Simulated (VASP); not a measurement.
A run of VASP 6.6.1:

File INCAR:

```
PREC     = Accurate       # precision mode
ENCUT    = 600            # plane-wave cutoff, eV
EDIFF    = 1E-7           # SCF threshold, eV
ISMEAR   = 0              # smearing method
SIGMA    = 0.1            # smearing width, eV
LREAL    = False          # projectors in reciprocal space
LASPH    = True           # aspherical terms in the spheres
NELM     = 100            # most SCF steps
ALGO     = Normal         # electronic algorithm
ISIF     = 3              # what is computed and relaxed
LWAVE    = False          # write WAVECAR
LCHARG   = False          # write CHGCAR
GGA      = PE             # functional
IBRION   = 2              # ionic algorithm
NSW      = 100            # ionic steps
EDIFFG   = -0.01          # ionic threshold
```

File KPOINTS:

```
regular mesh
0
Gamma
  12 12 14
```

File POSCAR:

```
GaSb2
1.0
    5.3833730015      0.0000000000      0.0000000000
   -2.6916865007      4.6621377773      0.0000000000
    0.0000000000      0.0000000000      3.1974683203
Ga Sb
1 2
Direct
    0.0000000000      0.0000000000      0.0000000000
    0.3333333333      0.6666666667      0.5000000000
    0.6666666667      0.3333333333      0.5000000000
```

Potentials or basis: VASP PAW PBE potentials, release 64 (Ga_d, Sb).

Run with:

```console
$ cat potpaw_PBE.64/Ga_d/POTCAR potpaw_PBE.64/Sb/POTCAR > POTCAR
$ mpirun -np 1 vasp_std > vasp.out
```

Hardware: 1 thread of Intel(R) Xeon(R) 6975P-C (Granite Rapids) (shared host).

Q: Estimate the wall time of this run.

A: Wall time 4.5 min on 1 thread of Intel(R) Xeon(R) 6975P-C (Granite Rapids), with other jobs on the host, peak memory 0.42 GiB. Counts: scf iterations 38, k points 152, ion steps 5.
